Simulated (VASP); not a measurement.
# TiRh3 in VASP: a series of runs, part 2 of 2

VASP 6.6.1. The steps go on from the part before.

## (4) Electric field gradients, LDA

This run uses another cell than the first one, of 13.96 Å³/atom, 1.010 times its volume.

The input, INCAR:

```
SYSTEM = TiRh3
PREC = Accurate
ENCUT = 520
EDIFF = 1E-8
ISMEAR = -1
SIGMA = 0.03
LREAL = .False.
LASPH = .True.
NELM = 60
ALGO = Normal
ISIF = 2
LWAVE = .False.
LCHARG = .False.
LEFG = .True.
NBANDS = 36
```

The input, KPOINTS:

```
Automatic mesh
0
Gamma
  10 10 10
  0 0 0
```

The input, POSCAR:

```
TiRh3
1.0
    3.8220000000      0.0000000000      0.0000000000
    0.0000000000      3.8220000000      0.0000000000
    0.0000000000      0.0000000000      3.8220000000
Ti Rh
1 3
Direct
    0.0000000000      0.0000000000      0.0000000000
    0.0000000000      0.5000000000      0.5000000000
    0.5000000000      0.0000000000      0.5000000000
    0.5000000000      0.5000000000      0.0000000000
```

Potentials or basis: VASP PAW LDA potentials, release 64 (Ti_sv, Rh_pv).

The run is started by

```console
$ cat potpaw_LDA.64/Ti_sv/POTCAR potpaw_LDA.64/Rh_pv/POTCAR > POTCAR
$ mpirun -np 1 vasp_std > vasp.out
```

OUTCAR:

```text
SYSTEM = TiRh3
   PREC = Accurate
   ENCUT = 520
   EDIFF = 1E-8
   ISMEAR = -1
   LREAL = .False.
   LASPH = .True.
   NELM = 60
   ISIF = 2

 ion  position               nearest neighbor table
   1  0.000  0.000  0.000-   2 2.70   3 2.70   4 2.70   2 2.70   3 2.70   2 2.70   4 2.70   2 2.70
                             3 2.70   4 2.70   3 2.70   4 2.70
   2  0.000  0.500  0.500-   1 2.70   3 2.70   4 2.70   1 2.70   4 2.70   1 2.70   3 2.70   1 2.70
                             3 2.70   4 2.70   4 2.70   3 2.70
   3  0.500  0.000  0.500-   1 2.70   2 2.70   4 2.70   1 2.70   4 2.70   2 2.70   4 2.70   4 2.70
                             1 2.70   2 2.70   1 2.70   2 2.70
   4  0.500  0.500  0.000-   1 2.70   2 2.70   3 2.70   2 2.70   3 2.70   1 2.70   3 2.70   3 2.70
                             1 2.70   2 2.70   2 2.70   1 2.70

  LATTYP: Found a simple cubic cell.
[... 1168 lines left out ...]
   1      -0.000    -0.000    -0.000     0.000    -0.000    -0.000
   2     -32.599    16.300    16.300     0.000     0.000     0.000
   3      16.300   -32.599    16.300    -0.000     0.000    -0.000
   4      16.300    16.300   -32.599     0.000    -0.000    -0.000
---------------------------------------------------------------------

 Electric field gradients after diagonalization (V/A^2)
 (convention: |V_zz| > |V_xx| > |V_yy|)
----------------------------------------------------------------------
 ion       V_xx      V_yy      V_zz     asymmetry (V_yy - V_xx)/ V_zz
----------------------------------------------------------------------
   1      -0.000    -0.000    -0.000      -0.213
   2      16.300    16.300   -32.599       0.000
   3      16.300    16.300   -32.599       0.000
   4      16.300    16.300   -32.599       0.000
----------------------------------------------------------------------

           NMR quadrupolar parameters

 Cq : quadrupolar parameter    Cq=e*Q*V_zz/h
 eta: asymmetry parameters     (V_yy - V_xx)/ V_zz
 Q  : nuclear electric quadrupole moment in mb (millibarn)
----------------------------------------------------------------------
 ion       Cq(MHz)       eta       Q (mb)
----------------------------------------------------------------------
   1      -0.000      -0.213       1.000
   2      -0.079       0.000       1.000
   3      -0.079       0.000       1.000
   4      -0.079       0.000       1.000
----------------------------------------------------------------------
```

It took 1.8 min on 1 thread of Intel Xeon Platinum 8259CL at 2.50GHz (Skylake/Cascade Lake), shared host; peak memory 0.2 GiB.

Results:

* Free energy: -37.1533 eV
* Pressure: -9.6 GPa

Electric field gradients, principal values (V/Å²):
```csv
atom,least,middle,greatest (by size)
1 Ti,0.000,0.000,0.000
2 Rh,16.300,16.300,-32.599
3 Rh,16.300,16.300,-32.599
4 Rh,16.300,16.300,-32.599
```

Caveat: without QUAD_EFG the Cq values of the log hold for a quadrupole moment of 1 mb, not for the nuclei.

## (5) Electric field gradients, LDA

This run uses another cell than the first one, of 13.96 Å³/atom, 1.010 times its volume.

The input, INCAR:

```
SYSTEM = TiRh3
ALGO = Normal
EDIFF = 1E-8
ENCUT = 520
GGA = CA
ISIF = 2
ISMEAR = -1
LASPH = .True.
LCHARG = .False.
LEFG = .True.
LREAL = .False.
LWAVE = .False.
NBANDS = 36
NELM = 60
PREC = Accurate
SIGMA = 0.03
```

The input, KPOINTS:

```
k-points
0
Gamma
  10 10 10
  0 0 0
```

POSCAR is that of step 4.

Potentials or basis: VASP PAW LDA potentials, release 64 (Ti_sv, Rh_pv).

The run is started by

```console
$ cat potpaw_LDA.64/Ti_sv/POTCAR potpaw_LDA.64/Rh_pv/POTCAR > POTCAR
$ mpirun -np 1 vasp_std > vasp.out
```

OUTCAR:

```text
SYSTEM = TiRh3
   EDIFF = 1E-8
   ENCUT = 520
   GGA = CA
   ISIF = 2
   ISMEAR = -1
   LASPH = .True.
   LREAL = .False.
   NELM = 60
   PREC = Accurate

 ion  position               nearest neighbor table
   1  0.000  0.000  0.000-   2 2.70   3 2.70   4 2.70   2 2.70   3 2.70   2 2.70   4 2.70   2 2.70
                             3 2.70   4 2.70   3 2.70   4 2.70
   2  0.000  0.500  0.500-   1 2.70   3 2.70   4 2.70   1 2.70   4 2.70   1 2.70   3 2.70   1 2.70
                             3 2.70   4 2.70   4 2.70   3 2.70
   3  0.500  0.000  0.500-   1 2.70   2 2.70   4 2.70   1 2.70   4 2.70   2 2.70   4 2.70   4 2.70
                             1 2.70   2 2.70   1 2.70   2 2.70
   4  0.500  0.500  0.000-   1 2.70   2 2.70   3 2.70   2 2.70   3 2.70   1 2.70   3 2.70   3 2.70
                             1 2.70   2 2.70   2 2.70   1 2.70

  LATTYP: Found a simple cubic cell.
 ALAT       =     3.8220000000

  Lattice vectors:

 A1 = (   3.8220000000,   0.0000000000,   0.0000000000)
 A2 = (   0.0000000000,   3.8220000000,   0.0000000000)
 A3 = (   0.0000000000,   0.0000000000,   3.8220000000)

Analysis of symmetry for initial positions (statically):
=====================================================================
 Subroutine PRICEL returns:
 Original cell was already a primitive cell.

 Routine SETGRP: Setting up the symmetry group for a
 simple cubic supercell.

 Subroutine GETGRP returns: Found 48 space group operations
 (whereof 48 operations were pure point group operations)
 out of a pool of 48 trial point group operations.

The static configuration has the point symmetry O_h .

Analysis of symmetry for dynamics (positions and initial velocities):
=====================================================================
 Subroutine PRICEL returns:
 Original cell was already a primitive cell.

 Routine SETGRP: Setting up the symmetry group for a
 simple cubic supercell.

 Subroutine GETGRP returns: Found 48 space group operations
 (whereof 48 operations were pure point group operations)
 out of a pool of 48 trial point group operations.

The dynamic configuration has the point symmetry O_h .

 Subroutine INISYM returns: Found 48 space group operations
 (whereof 48 operations are pure point group operations),
 and found     1 'primitive' translations

----------------------------------------------------------------------------------------

                                     Primitive cell

  volume of cell :      55.8306

  direct lattice vectors                    reciprocal lattice vectors
     3.822000000  0.000000000  0.000000000     0.261643119  0.000000000  0.000000000
     0.000000000  3.822000000  0.000000000     0.000000000  0.261643119  0.000000000
     0.000000000  0.000000000  3.822000000     0.000000000  0.000000000  0.261643119

  length of vectors
     3.822000000  3.822000000  3.822000000     0.261643119  0.261643119  0.261643119

  position of ions in fractional coordinates (direct lattice)
     0.000000000  0.000000000  0.000000000
     0.000000000  0.500000000  0.500000000
     0.500000000  0.000000000  0.500000000
     0.500000000  0.500000000  0.000000000

  ion indices of the primitive-cell ions
   primitive index   ion index
                 1           1
                 2           2
[... 86 lines left out ...]
   NUPDOWN=      -1.0000    fix difference up-down
   EMIN   =  10.00;   EMAX   =-10.00  energy-range for DOS
   EFERMI =   0.00;   METHOD = LEGACY
   ISMEAR =    -1;   SIGMA  =   0.03  broadening in eV -4-tet -1-fermi 0-gaus
   EFERMI_NEDOS =   21; number of points for ismear=-14 and -15
   IALGO  =     38    algorithm
   IMIX   =      4    mixing-type and parameters
     AMIX     =   0.40;   BMIX     =  1.00
     AMIX_MAG =   1.60;   BMIX_MAG =  1.00
  volume/ion in A,a.u.               =      13.96        94.19
  Fermi-wavevector in a.u.,A,eV,Ry     =   1.648450  3.115119 36.972298  2.717387
  Thomas-Fermi vector in A             =   2.737737
   LORBIT       =      0    0 simple, 1 ext, 2 COOP (PROOUT), +10 PAW based schemes
   GGA     = CA    functional components
   LHFCALC =     F    Hartree Fock is set to
   AEXX    =    0.0000 exact exchange contribution
   IVDW    =     0    specifies the selected vdW correction
   LEPSILON=     F    determine dielectric tensor
   LRPA    =     F    only Hartree local field effects (RPA)
 non-spin polarized calculation
  energy-cutoff  :      520.00
  volume of cell :       55.83
 maximum number of plane-waves:      1517
   NGX = 15   NGY = 15   NGZ = 15

 number of electron      57.0000050 magnetization

 Free energy of the ion-electron system (eV)
  ---------------------------------------------------
  ext. energy  EPLUGINS =         0.00000000
  ---------------------------------------------------
  free energy    TOTEN  =       -37.15325014 eV

  energy without entropy =      -37.14151445  energy(sigma->0) =      -37.14738229

 E-fermi :  10.9910     XC(G=0): -13.9105

 val. band max:       10.9899122549   @ k =   0.4000   0.2000   0.0000
 cond. band min:      11.0082901126   @ k =   0.3000   0.1000   0.0000
 fundamental gap:      0.0183778577
 Fermi energy:        10.9910007622

 k-point     1 :       0.0000    0.0000    0.0000
  band No.  band energies     occupation
      1     -45.2358      2.00000
      2     -35.3040      2.00000
      3     -35.3040      2.00000
      4     -35.3040      2.00000
      5     -35.0138      2.00000
      6     -35.0138      2.00000
[... 925 lines left out ...]
     35      14.0249      0.00000
     36      17.8520      0.00000

 [... further k-points ...]
[... 5 lines left out ...]
  --------------------------------------------------------------------------------------
  -------------------------------------------------------------------------------------
  Total       -3.3497599     -3.3497599     -3.3497599      0.0000000     -0.0000000      0.0000000
  in kB      -96.1285094    -96.1285094    -96.1285094      0.0000000     -0.0000000      0.0000000
  external PRESSURE =     -96.1285094 kB  Pullay stress =       0.0000000 kB

 VOLUME and BASIS-vectors are now :
 -----------------------------------------------------------------------------
  energy-cutoff  :      520.00
  volume of cell :       55.83
      direct lattice vectors                 reciprocal lattice vectors
     3.822000000  0.000000000  0.000000000     0.261643119  0.000000000  0.000000000
     0.000000000  3.822000000  0.000000000     0.000000000  0.261643119  0.000000000
     0.000000000  0.000000000  3.822000000     0.000000000  0.000000000  0.261643119

 POSITION                                       TOTAL-FORCE (eV/Angst)
 -----------------------------------------------------------------------------------
      0.00000      0.00000      0.00000         0.000000      0.000000      0.000000
      0.00000      1.91100      1.91100         0.000000      0.000000      0.000000
      1.91100      0.00000      1.91100         0.000000      0.000000      0.000000
      1.91100      1.91100      0.00000         0.000000      0.000000      0.000000
 -----------------------------------------------------------------------------------
    total drift:                                0.000000      0.000000      0.000000

  FREE ENERGIE OF THE ION-ELECTRON SYSTEM (eV)
  ---------------------------------------------------
  free  energy   TOTEN  =       -37.1532501357 eV

  energy  without entropy=      -37.1415144533  energy(sigma->0) =      -37.14738229

 Electric field gradients (V/A^2)
---------------------------------------------------------------------
 ion       V_xx      V_yy      V_zz      V_xy      V_xz      V_yz
---------------------------------------------------------------------
   1      -0.000    -0.000    -0.000     0.000    -0.000    -0.000
   2     -32.599    16.300    16.300     0.000     0.000     0.000
   3      16.300   -32.599    16.300    -0.000     0.000    -0.000
   4      16.300    16.300   -32.599     0.000    -0.000    -0.000
---------------------------------------------------------------------

 Electric field gradients after diagonalization (V/A^2)
 (convention: |V_zz| > |V_xx| > |V_yy|)
----------------------------------------------------------------------
 ion       V_xx      V_yy      V_zz     asymmetry (V_yy - V_xx)/ V_zz
----------------------------------------------------------------------
   1      -0.000    -0.000    -0.000      -0.213
   2      16.300    16.300   -32.599       0.000
   3      16.300    16.300   -32.599       0.000
   4      16.300    16.300   -32.599       0.000
----------------------------------------------------------------------

           NMR quadrupolar parameters

 Cq : quadrupolar parameter    Cq=e*Q*V_zz/h
 eta: asymmetry parameters     (V_yy - V_xx)/ V_zz
 Q  : nuclear electric quadrupole moment in mb (millibarn)
----------------------------------------------------------------------
 ion       Cq(MHz)       eta       Q (mb)
----------------------------------------------------------------------
   1      -0.000      -0.213       1.000
   2      -0.079       0.000       1.000
   3      -0.079       0.000       1.000
   4      -0.079       0.000       1.000
----------------------------------------------------------------------
```

stdout:

```text
POSCAR found type information on POSCAR TiRh
 POSCAR found :  2 types and       4 ions
 scaLAPACK will be used
 LDA part: xc-table for (Slater(with rela. corr.)+CA(PZ))
 , standard interpolation
 POSCAR, INCAR and KPOINTS ok, starting setup
 FFT: planning ... GRIDC
 FFT: planning ... GRID_SOFT
 FFT: planning ... GRID
 WAVECAR not read
 entering main loop
ion   1

ion   2

ion   3

ion   4
```

Run time: 91 s. Hardware: 1 thread of Intel Xeon Platinum 8259CL at 2.50GHz (Skylake/Cascade Lake), shared host; peak memory 0.2 GiB.

What came out:

```yaml
Free_energy: -37.1533 eV
Pressure: -9.6 GPa
```

Electric field gradients, principal values (V/Å²):
| atom | least | middle | greatest (by size) |
| --- | --- | --- | --- |
| 1 Ti | 0.000 | 0.000 | 0.000 |
| 2 Rh | 16.300 | 16.300 | -32.599 |
| 3 Rh | 16.300 | 16.300 | -32.599 |
| 4 Rh | 16.300 | 16.300 | -32.599 |

Caveat: without QUAD_EFG the Cq values of the log hold for a quadrupole moment of 1 mb, not for the nuclei.

## (6) Electric field gradients, LDA (zz strain of +1 %)

The input, INCAR:

```
  PREC = Accurate
  ENCUT = 520
  EDIFF = 1E-8
  ISMEAR = -1
  SIGMA = 0.03
  LREAL = False
  LASPH = True
  NELM = 80
  ALGO = Normal
  ISIF = 2
  LWAVE = False
  LCHARG = False
  GGA = CA
  LEFG = True
  NBANDS = 36
```

The input, KPOINTS:

```
Automatic mesh
0
Gamma
  10 10 10
```

Changes to POSCAR since step 5:

```diff
@@ -4,3 +4,3 @@
     0.0000000000      3.8220000000      0.0000000000
-    0.0000000000      0.0000000000      3.8220000000
+    0.0000000000      0.0000000000      3.8602200000
 Ti Rh
```

Potentials or basis: VASP PAW LDA potentials, release 64 (Ti_sv, Rh_pv).

The run is started by

```console
$ cat potpaw_LDA.64/Ti_sv/POTCAR potpaw_LDA.64/Rh_pv/POTCAR > POTCAR
$ mpirun -np 1 vasp_std > vasp.out
```

OUTCAR:

```text
PREC = Accurate
   ENCUT = 520
   EDIFF = 1E-8
   ISMEAR = -1
   LREAL = False
   LASPH = True
   NELM = 80
   ISIF = 2
   GGA = CA

 ion  position               nearest neighbor table
   1  0.000  0.000  0.000-   4 2.70   4 2.70   4 2.70   4 2.70   3 2.72   2 2.72   3 2.72   2 2.72
                             3 2.72   2 2.72   3 2.72   2 2.72
   2  0.000  0.500  0.500-   3 2.70   3 2.70   3 2.70   3 2.70   4 2.72   1 2.72   1 2.72   1 2.72
                             4 2.72   4 2.72   4 2.72   1 2.72
   3  0.500  0.000  0.500-   2 2.70   2 2.70   2 2.70   2 2.70   4 2.72   1 2.72   4 2.72   4 2.72
                             1 2.72   4 2.72   1 2.72   1 2.72
   4  0.500  0.500  0.000-   1 2.70   1 2.70   1 2.70   1 2.70   3 2.72   2 2.72   3 2.72   3 2.72
                             3 2.72   2 2.72   2 2.72   2 2.72

  LATTYP: Found a simple tetragonal cell.
 ALAT       =     3.8220000000
 C/A-ratio  =     1.0100000000

  Lattice vectors:

 A1 = (   3.8220000000,   0.0000000000,   0.0000000000)
 A2 = (   0.0000000000,   3.8220000000,   0.0000000000)
 A3 = (   0.0000000000,   0.0000000000,   3.8602200000)

Analysis of symmetry for initial positions (statically):
=====================================================================
 Subroutine PRICEL returns:
 Original cell was already a primitive cell.

[... 1142 lines left out ...]
 -----------------------------------------------------------------------------------
    total drift:                                0.000000      0.000000      0.000000

  FREE ENERGIE OF THE ION-ELECTRON SYSTEM (eV)
  ---------------------------------------------------
  free  energy   TOTEN  =       -37.1140894980 eV

  energy  without entropy=      -37.1022851666  energy(sigma->0) =      -37.10818733

 Electric field gradients (V/A^2)
---------------------------------------------------------------------
 ion       V_xx      V_yy      V_zz      V_xy      V_xz      V_yz
---------------------------------------------------------------------
   1      -0.164    -0.164     0.329    -0.000    -0.000    -0.000
   2     -30.638    14.905    15.733    -0.000    -0.000    -0.000
   3      14.905   -30.638    15.733    -0.000    -0.000     0.000
   4      16.492    16.492   -32.985    -0.000    -0.000    -0.000
---------------------------------------------------------------------

 Electric field gradients after diagonalization (V/A^2)
 (convention: |V_zz| > |V_xx| > |V_yy|)
----------------------------------------------------------------------
 ion       V_xx      V_yy      V_zz     asymmetry (V_yy - V_xx)/ V_zz
----------------------------------------------------------------------
   1      -0.164    -0.164     0.329       0.000
   2      15.733    14.905   -30.638       0.027
   3      15.733    14.905   -30.638       0.027
   4      16.492    16.492   -32.985       0.000
----------------------------------------------------------------------

           NMR quadrupolar parameters

 Cq : quadrupolar parameter    Cq=e*Q*V_zz/h
 eta: asymmetry parameters     (V_yy - V_xx)/ V_zz
 Q  : nuclear electric quadrupole moment in mb (millibarn)
----------------------------------------------------------------------
 ion       Cq(MHz)       eta       Q (mb)
----------------------------------------------------------------------
   1       0.001       0.000       1.000
   2      -0.074       0.027       1.000
   3      -0.074       0.027       1.000
   4      -0.080       0.000       1.000
----------------------------------------------------------------------
```

Run time: 6.5 min. Hardware: 1 thread of Oxide Virtual Turin-like, shared host; peak memory 0.27 GiB.

What came out:

| Property | Result |
| --- | --- |
| Free energy | -37.1141 eV |
| Pressure | -11.8 GPa |

Stress tensor (GPa, compression positive):
```
-11.24   0.00   0.00
  0.00 -11.24   0.00
  0.00   0.00 -13.03
```

Levels at points of the mesh, in eV from the Fermi level:
```tsv
k point	band 25	band 26	band 27	band 28	band 29	band 30	band 31	band 32	band 33	band 34
(0.00, 0.00, 0.00)	-0.12	0.83	1.27	1.27	1.35	2.63	2.65	3.27	3.27	3.33
(0.50, 0.00, 0.00)	-1.17	-1.10	-1.07	-0.87	0.10	1.05	1.05	1.28	1.72	1.96
(0.50, 0.50, 0.00)	-1.56	-1.45	-1.45	-1.09	-0.71	-0.68	1.46	1.46	1.58	3.39
(0.00, 0.00, 0.50)	-1.26	-1.04	-1.04	-0.89	0.16	1.09	1.09	1.35	1.67	2.01
(0.50, 0.00, 0.50)	-1.57	-1.48	-1.47	-1.10	-0.75	-0.72	1.43	1.45	1.55	3.31
(0.50, 0.50, 0.50)	-1.46	0.85	0.89	0.89	1.04	1.13	1.13	1.13	2.51	2.51
```

Electric field gradients, principal values (V/Å²):
```
atom   least  middle  greatest (by size)
1 Ti  -0.164  -0.164               0.329
2 Rh  14.905  15.733             -30.638
3 Rh  14.905  15.733             -30.638
4 Rh  16.492  16.492             -32.985
```

Caveat: the cell differs from its parent crystal (zz strain of +1 %); without QUAD_EFG the Cq values of the log hold for a quadrupole moment of 1 mb, not for the nuclei.

## (7) The runs side by side

| cell | gap on the mesh (eV) | pressure (GPa) |
| --- | --- | --- |
| a = 3.822, b = 3.822, c = 3.784 Å, 4 atoms | none | -7.2 |
| a = 3.822 Å, angles 91.1°, 4 atoms | none | -9.3 |
| a = 3.822 Å, 4 atoms | none | -9.6 |
| a = 3.822, b = 3.822, c = 3.860 Å, 4 atoms | none | -11.8 |

Alike in all rows: task electric field gradients; level LDA; potentials or basis VASP PAW LDA potentials, release 64 (Ti_sv, Rh_pv); no spin polarisation; k mesh 10 × 10 × 10; cutoff (eV) 520; smearing fermi-dirac 0.03 eV.

Absolute energies hang on the potentials; compare differences alone.
